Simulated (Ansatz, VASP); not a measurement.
**Two plane-wave programs on CsSi2**

```
Cs Si
1.0
     0.00000    3.76200    3.76200
     3.76200    0.00000    3.76200
     3.76200    3.76200    0.00000
Cs Si
1 2
Direct
  0.00000 0.00000 0.00000
  0.25000 0.25000 0.25000
  0.75000 0.75000 0.75000
```

Alike in both runs: functional PBE; k mesh 12 × 12 × 12; occupations gaussian, width 0.1 eV; no spin polarisation.

Ansatz relaxed the structure, and its values are those at the end. VASP's run is a single point on that final structure, the one shown.

|  | VASP | Ansatz |
| --- | --- | --- |
| version | VASP 6.6.1 | Ansatz 0.2.0 |
| potentials or method | VASP PAW PBE potentials, release 64 (Cs_sv, Si), cutoff 520 eV | scalar-relativistic, plane waves, PAW |
| valence electrons in the cell | 17 | 17 |

```tsv
	VASP	Ansatz	Ansatz less VASP
gap on the k mesh at the Fermi level (eV)	none	none	-
pressure (GPa)	0.1	0.0	-0.05
```

A gap of «none» marks a metal or a gap that the smearing closes. With one functional, cell and mesh, what is left measures potentials, basis and numerics.

Neither program's run includes spin-orbit coupling.
